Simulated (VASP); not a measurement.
# Cr (Im-3m) in VASP: settings compared, part 3 of 3

VASP 6.6.1. Earlier steps stand in the parts before.

### 6 Vibrations by perturbation theory, PBEsol, collinear spin, ferromagnetic start

INCAR

```
PREC     = Accurate       # precision mode
ENCUT    = 520            # plane-wave cutoff, eV
EDIFF    = 1E-8           # SCF threshold, eV
ISMEAR   = -1             # smearing method
SIGMA    = 0.05           # smearing width, eV
LREAL    = False          # projectors in reciprocal space
LASPH    = True           # aspherical terms in the spheres
NELM     = 150            # most SCF steps
ALGO     = Normal         # electronic algorithm
ISIF     = 2              # what is computed and relaxed
LWAVE    = False          # write WAVECAR
LCHARG   = False          # write CHGCAR
ISPIN    = 2              # spin polarisation
MAGMOM   = 3              # initial moments
LORBIT   = 11             # projections on sites
LMAXMIX  = 4              # l up to which the mixer works
GGA      = PS             # functional
IBRION   = 8              # ionic algorithm
NSW      = 1              # ionic steps
```

KPOINTS

```
regular mesh
0
Gamma
  10 10 10
```

POSCAR

```
Cr
1.0
   -1.4844496776      1.4844496776      1.4844496776
    1.4844496776     -1.4844496776      1.4844496776
    1.4844496776      1.4844496776     -1.4844496776
Cr
1
Direct
    0.0000000000      0.0000000000      0.0000000000
```

Potentials or basis: VASP PAW PBE potentials, release 64 (Cr_pv).

Started as:

```sh
cat potpaw_PBE.64/Cr_pv/POTCAR > POTCAR
mpirun -np 1 vasp_std > vasp.out
```

OUTCAR:

```text
PREC = Accurate
   ENCUT = 520
   EDIFF = 1E-8
   ISMEAR = -1
   LREAL = False
   LASPH = True
   NELM = 150
   ISIF = 2
   ISPIN = 2
   LORBIT = 11
   GGA = PS
   IBRION = 8
   NSW = 1

 ion  position               nearest neighbor table
   1  0.000  0.000  0.000-

  LATTYP: Found a body centered cubic cell.
 ALAT       =     2.9688993552

  Lattice vectors:

 A1 = (  -1.4844496776,   1.4844496776,   1.4844496776)
 A2 = (   1.4844496776,  -1.4844496776,   1.4844496776)
 A3 = (   1.4844496776,   1.4844496776,  -1.4844496776)

Analysis of symmetry for initial positions (statically):
=====================================================================
 Subroutine PRICEL returns:
 Original cell was already a primitive cell.

 Routine SETGRP: Setting up the symmetry group for a
 body centered cubic supercell.

 Subroutine GETGRP returns: Found 48 space group operations
 (whereof 48 operations were pure point group operations)
 out of a pool of 48 trial point group operations.

The static configuration has the point symmetry O_h .

Analysis of symmetry for dynamics (positions and initial velocities):
=====================================================================
 Subroutine PRICEL returns:
 Original cell was already a primitive cell.

 Routine SETGRP: Setting up the symmetry group for a
 body centered cubic supercell.

 Subroutine GETGRP returns: Found 48 space group operations
 (whereof 48 operations were pure point group operations)
 out of a pool of 48 trial point group operations.

The dynamic configuration has the point symmetry O_h .

[... 916 lines left out ...]
 -----------------------------------------------------------------------------------
      0.00000      0.00000      0.00000        -0.000000      0.000000     -0.000000
 -----------------------------------------------------------------------------------
    total drift:                                0.000000     -0.000000      0.000000

  FREE ENERGIE OF THE ION-ELECTRON SYSTEM (eV)
  ---------------------------------------------------
  free  energy   TOTEN  =       -10.0132686482 eV

  energy  without entropy=      -10.0051792368  energy(sigma->0) =      -10.00922394

[... ionic steps 2 to 3 ...]

--------------------------------------- Ionic step        4  -------------------------------------------

 Free energy of the ion-electron system (eV)
  ---------------------------------------------------
  ---------------------------------------------------
  free energy    TOTEN  =        -0.74028115 eV

  energy without entropy =       -0.74028115

------------------------ aborting loop because EDIFF is reached ----------------------------------------

 INTERNAL STRAIN TENSOR  FOR ION    1  DIRECTION 1   (eV/Angst):
 -----------------------------------------------------------------------------
     0.01681 -0.00000 -0.00000
     0.00000  0.00312  0.00000
    -0.00000  0.00000  0.00312

 INTERNAL STRAIN TENSOR FOR ION    1 for displacements in x,y,z  (eV/Angst):
          X           Y           Z          XY          YZ          ZX
  --------------------------------------------------------------------------------
  x     0.00000     0.00000     0.00000     0.00000     0.00000     0.00000
  y     0.00000     0.00000     0.00000     0.00000     0.00000     0.00000
  z     0.00000     0.00000     0.00000     0.00000     0.00000     0.00000

 SECOND DERIVATIVES (NOT SYMMETRIZED)
 ------------------------------------
               1X          1Y          1Z
  1X    -0.008569    0.000000    0.000000
  1Y     0.000000   -0.008569    0.000000
  1Z     0.000000    0.000000   -0.008569

 Eigenvectors and eigenvalues of the dynamical matrix
 ----------------------------------------------------

   1 f  =    0.200690 THz     1.260971 2PiTHz    6.694290 cm-1     0.829986 meV
             X         Y         Z           dx          dy          dz
      0.000000  0.000000  0.000000     1.000000    0.000000    0.000000

   2 f  =    0.200690 THz     1.260971 2PiTHz    6.694290 cm-1     0.829986 meV
             X         Y         Z           dx          dy          dz
      0.000000  0.000000  0.000000     0.000000    1.000000    0.000000

   3 f  =    0.200690 THz     1.260971 2PiTHz    6.694290 cm-1     0.829986 meV
             X         Y         Z           dx          dy          dz
      0.000000  0.000000  0.000000     0.000000    0.000000    1.000000

--------------------------------------------------------------------------------------------------------

 ELASTIC MODULI CONTR FROM IONIC RELAXATION (kBar)
 Direction    XX          YY          ZZ          XY          YZ          ZX
 --------------------------------------------------------------------------------
 XX           0.0000      0.0000      0.0000      0.0000      0.0000      0.0000
 YY           0.0000      0.0000      0.0000      0.0000      0.0000      0.0000
 ZZ           0.0000      0.0000      0.0000      0.0000      0.0000      0.0000
 XY           0.0000      0.0000      0.0000      0.0000      0.0000      0.0000
 YZ           0.0000      0.0000      0.0000      0.0000      0.0000      0.0000
 ZX           0.0000      0.0000      0.0000      0.0000      0.0000      0.0000
 --------------------------------------------------------------------------------

 total charge

# of ion       s       p       d       tot
------------------------------------------
    1        0.389   6.340   4.077  10.806

 magnetization (x)

# of ion       s       p       d       tot
------------------------------------------
    1        0.000   0.000  -0.000  -0.000
```

OSZICAR:

```text
N       E                     dE             d eps       ncg     rms          rms(c)
DAV:   1     0.832589711220E+02    0.83259E+02   -0.69503E+03  2264   0.112E+03
DAV:   2    -0.936713201328E+01   -0.92626E+02   -0.89499E+02  2316   0.295E+02
DAV:   3    -0.106730761658E+02   -0.13059E+01   -0.12943E+01  2568   0.422E+01
DAV:   4    -0.106803326454E+02   -0.72565E-02   -0.72560E-02  2448   0.315E+00
[... 31 lines left out ...]
RMM:  11    -0.740281377358E+00    0.30752E-06   -0.34100E-08  8638   0.718E-05    0.531E-06
RMM:  12    -0.740281291204E+00    0.86154E-07   -0.21971E-08  8834   0.346E-05    0.287E-06
RMM:  13    -0.740281207339E+00    0.83865E-07   -0.14560E-08  8174   0.186E-05    0.968E-07
RMM:  14    -0.740281152145E+00    0.55195E-07   -0.68073E-09  6364   0.112E-05    0.268E-07
RMM:  15    -0.740281149037E+00    0.31080E-08   -0.38376E-09  2745   0.667E-06    0.282E-07
 Linear response finished
```

It took 82 s on 1 thread of AMD EPYC 7R43 (Zen 3), shared host; peak memory 0.15 GiB.

Results:

* Net moment: 0.00 μB per cell
* Valence electrons inside the program's atomic spheres: Cr 10.81

Caveat: the starting moments collapsed, and a magnetic state may lie lower.
